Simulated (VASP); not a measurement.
Set up this calculation in VASP 6.6.1, as the native input.

* Task: single point
* Functional: PBEsol
* Potentials or basis: VASP PAW PBE potentials, release 64 (W_sv, S)
* Cutoff: 520 eV
* k mesh: 15 × 15 × 15
* Occupations: fermi-dirac, width 0.03 eV
* Spin: no spin polarisation
* Dipole correction: no
* Further INCAR settings: ALGO = Normal; EDIFF = 1e-07; NBANDS = 20

The structure of WS2 lies in POSCAR:

```
WS2
1.0
    1.5632103805      0.9025199339      6.1633300000
   -1.5632103805      0.9025199339      6.1633300000
    0.0000000000     -1.8050398679      6.1633300000
W S
1 2
Direct
    0.0000000000      0.0000000000      0.0000000000
    0.7503000000      0.7503000000      0.7503000000
    0.5810000000      0.5810000000      0.5810000000
```

This cell differs from its parent crystal: equal xx and yy strain of -1 %.

The input as run:

INCAR

```
PREC = Accurate ; ENCUT = 520
EDIFF = 1E-7 ; ISMEAR = -1
SIGMA = 0.03 ; LREAL = False
LASPH = True ; NELM = 100
ALGO = Normal ; ISIF = 2
LWAVE = False ; LCHARG = False
GGA = PS ; NBANDS = 20
```

KPOINTS

```
regular mesh
0
Gamma
  15 15 15
```

Potentials or basis: VASP PAW PBE potentials, release 64 (W_sv, S).

The run is started by

```console
$ cat potpaw_PBE.64/W_sv/POTCAR potpaw_PBE.64/S/POTCAR > POTCAR
$ mpirun -np 1 vasp_std > vasp.out
```

It gave:

```
Pressure               : 2.9 GPa
Largest force          : 0.630 eV/Å
Band gap on the k mesh : 1.05 eV (least direct gap 2.01 eV)
```

Caveat: the cell differs from its parent crystal (equal xx and yy strain of -1 %); the PAW data sets were made with another functional, which shifts forces and pressure a little; spin-orbit coupling is left out, which moves the levels of the heavy elements; an odd mesh through Γ misses points on the zone boundary, where band edges can lie.

Run time: 25 min on 1 thread of Oxide Virtual Turin-like Processor (shared host), peak memory 0.52 GiB.
